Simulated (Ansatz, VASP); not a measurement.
**Si: VASP beside Ansatz**

The input INCAR:

```
SYSTEM = Si
  PREC = Accurate
  ENCUT = 600
  EDIFF = 1E-6
  ISMEAR = 0
  SIGMA = 0.1
  LREAL = .FALSE.
  LASPH = .TRUE.
  NELM = 80
  ALGO = Normal
  ISIF = 3
  LWAVE = .FALSE.
  LCHARG = .FALSE.
  GGA = PE
  IBRION = 2
  NSW = 90
  EDIFFG = -0.04
```

The input KPOINTS:

```
Automatic mesh
0
G
  8 8 6
  0 0 0
```

The input POSCAR:

```
Si
1.0
    2.4800631494      0.0000000000      0.0000000000
    0.0000000000      2.4800631494      0.0000000000
    0.0000000000      0.0000000000      2.6466633517
Si
1
Direct
    0.5000000000      0.5000000000      0.0000000000
```

Input for Ansatz:

```yaml
crystal:
  lattice:
    - [2.4800631494, 0.0, 0.0]
    - [0.0, 2.4800631494, 0.0]
    - [0.0, 0.0, 2.6466633517]
  atoms:
    - { symbol: Si, position: [0.5, 0.5, 0.0] }
basis:
  ecutwfc: 420
kpoints:
  mp_grid: { grid: [8, 8, 6] }
hamiltonian:
  xc: pbe
scf:
  occupations: { method: gaussian, width: 0.1 }
  lower_state_search: "off"
output:
  forces: true
  stress: true
  eigenvalues: true
relax:
  adjacent_minimum: "off"
  f_tol: 0.04
  max_steps: 70
  cell: { stress_tol: 0.4 }
```

Alike in both runs: task relaxation of cell and atoms; functional PBE; k mesh 8 × 8 × 6; occupations gaussian, width 0.1 eV; no spin polarisation.

```csv
,VASP,Ansatz
version,VASP 6.6.1,Ansatz 0.2.0
potentials or method,"VASP PAW PBE potentials, release 64 (Si), cutoff 600 eV","scalar-relativistic, plane waves, PAW"
valence electrons in the cell,4,4
```

```tsv
	VASP	Ansatz	Ansatz less VASP
gap on the k mesh at the Fermi level, each at its own relaxed structure (eV)	none	none	-
relaxed volume (Å³/atom)	16.21	16.17	-0.038
relaxed cell length with the largest relative difference (Å)	2.437	2.435	-0.0021
```

A gap of «none» marks a metal or a gap that the smearing closes.

The k mesh is coarse, so the values compare programs but aren't converged.
